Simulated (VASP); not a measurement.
Sm3BRh: relaxation of cell and atoms with PBE

The system is Sm3BRh.

```
Sm B Rh
1.0
     4.71044    0.00000    0.00000
     0.00000    4.71044    0.00000
     0.00000    0.00000    4.71044
Sm B Rh
3 1 1
Direct
  0.50000 0.50000 0.00000
  0.00000 0.50000 0.50000
  0.50000 0.00000 0.50000
  0.50000 0.50000 0.50000
  0.00000 0.00000 0.00000
```

The cell was built from a structure type or drawn by symmetry, and may not be a known phase.

```json
{"Program": "VASP 6.6.1", "Task": "relaxation of cell and atoms", "Functional": "PBE", "Potentials or basis": "VASP PAW PBE potentials, release 64 (Sm_3, B, Rh_pv), 4f in core", "Cutoff": "500 eV", "k mesh": "4 × 4 × 4", "Occupations": "gaussian, width 0.1 eV", "Spin": "no spin polarisation", "Dipole correction": "no", "Mended": "yes", "Further INCAR settings": "ALGO = Normal; EDIFF = 1e-07; IBRION = 2; EDIFFG = -0.04; NSW = 90; ISIF = 3"}
```

```yaml
Relaxed_volume: 25.35 Å³/atom
Relaxed_cell: a = 5.023 Å, b = 5.023 Å, c = 5.023 Å, α = 90.00°, β = 90.00°, γ = 90.00°
Space_group_after_relaxing_to_0.1_Å: Pm-3m (No. 221)
Energy_gained_by_relaxing: 197.5 meV/atom
Ionic_steps: 3
Pressure_after_relaxing: 0.1 GPa
Band_gap_on_the_k_mesh: zero (an odd number of electrons rules out a gap without spin polarisation)
```

The path:
```tsv
step	energy change (eV)	largest force (eV/Å)	pressure (GPa)	volume (Å³)
1	0.0000	0.0000	16.59	104.52
2	-0.7451	0.0000	-5.41	140.81
3	-0.9876	0.0000	0.13	126.77
```

Final structure:
```cif
data_structure
_symmetry_space_group_name_H-M 'P 1'
_symmetry_Int_Tables_number 1
_cell_length_a 5.0235
_cell_length_b 5.0235
_cell_length_c 5.0235
_cell_angle_alpha 90.000
_cell_angle_beta 90.000
_cell_angle_gamma 90.000
_cell_volume 126.77
loop_
_atom_site_label
_atom_site_type_symbol
_atom_site_fract_x
_atom_site_fract_y
_atom_site_fract_z
_atom_site_occupancy
Sm1 Sm 0.50000 0.50000 0.00000 1
Sm2 Sm 0.00000 0.50000 0.50000 1
Sm3 Sm 0.50000 0.00000 0.50000 1
B1 B 0.50000 0.50000 0.50000 1
Rh1 Rh 0.00000 0.00000 0.00000 1
```

Levels at points of the mesh, in eV from the Fermi level:
```
           k point  band 23  band 24  band 25  band 26  band 27  band 28
(0.00, 0.00, 0.00)     0.21     0.21     0.21     1.02     1.02     1.19
(0.50, 0.00, 0.00)    -1.30    -0.83     0.21     0.21     0.22     0.22
(0.50, 0.50, 0.00)    -1.26    -0.97    -0.85    -0.33    -0.33     0.03
(0.50, 0.50, 0.50)    -1.33    -1.10    -1.10     1.31     1.31     1.31
```

Run time: 66 s on 1 thread of Intel(R) Xeon(R) 6975P-C (Granite Rapids), with other jobs on the host, peak memory 0.22 GiB.

Caveat: the volume moved by over 15 % at a fixed basis, so the end points are rough; spin-orbit coupling is left out, which moves the levels of the heavy elements; the 4f electrons are frozen in the core, so they carry no moment and show no levels. Spin polarisation is off, so any magnetic state and its effect on volume and gap are missing.
